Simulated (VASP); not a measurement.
Write the native input for VASP 6.6.1 that does the following.

```
Task                   : single point
Functional             : PBEsol
Potentials or basis    : VASP PAW PBE potentials, release 64 (C_h)
Cutoff                 : 1000 eV
k mesh                 : 6 × 6 × 6
Occupations            : gaussian, width 0.05 eV
Spin                   : no spin polarisation
Dipole correction      : no
Further INCAR settings : LREAL = Auto; ALGO = Normal; EDIFF = 1e-06; NBANDS = 43
```

The structure of C (a cell with a defect) lies in POSCAR:

```
C
1.0
    0.0000000000      3.5537981836     -3.5537981836
   -3.5537981836      0.0000000000     -3.5537981836
   -3.5537981836      3.5537981836      0.0000000000
C
15
Direct
    0.2500000000      0.7500000000      0.2500000000
    0.7500000000      0.2500000000      0.2500000000
    0.2500000000      0.2500000000      0.2500000000
    0.7500000000      0.7500000000      0.7500000000
    0.2500000000      0.7500000000      0.7500000000
    0.7500000000      0.2500000000      0.7500000000
    0.2500000000      0.2500000000      0.7500000000
    0.8750000000      0.3750000000      0.3750000000
    0.3750000000      0.3750000000      0.3750000000
    0.8125000000      0.8125000000      0.3125000000
    0.3750000000      0.8750000000      0.3750000000
    0.8750000000      0.3750000000      0.8750000000
    0.3750000000      0.3750000000      0.8750000000
    0.8750000000      0.8750000000      0.8750000000
    0.3750000000      0.8750000000      0.8750000000
```

This cell differs from its parent crystal: atoms taken out, atom 10 moved 0.500 of the way to it and +0.000 Å across, host rigid.

One way to write it, as run:

INCAR

```
PREC = Accurate
ENCUT = 1000
EDIFF = 1E-6
ISMEAR = 0
SIGMA = 0.05
LREAL = Auto
LASPH = T
NELM = 120
ALGO = Normal
ISIF = 2
LWAVE = F
LCHARG = F
GGA = PS
NBANDS = 43
GGA_COMPAT = F
```

KPOINTS

```
Automatic mesh
0
Gamma
  6 6 6
```

Potentials or basis: VASP PAW PBE potentials, release 64 (C_h).

The run is started by

```sh
$ cat potpaw_PBE.64/C_h/POTCAR > POTCAR
$ mpirun -np 1 vasp_std > vasp.out
```

It gave:

```
Pressure               : -13.0 GPa
Largest force          : 3.042 eV/Å
Band gap on the k mesh : zero (bands 30 and 31 overlap by 3.53 eV)
```

Caveat: the cell differs from its parent crystal (atoms taken out, atom 10 moved 0.500 of the way to it and +0.000 Å across, host rigid); the PAW data sets were made with another functional, which shifts forces and pressure a little.

Wall time 11 min on 1 thread of Intel(R) Xeon(R) Platinum 8488C (Sapphire Rapids), on a shared host, peak memory 0.49 GiB.
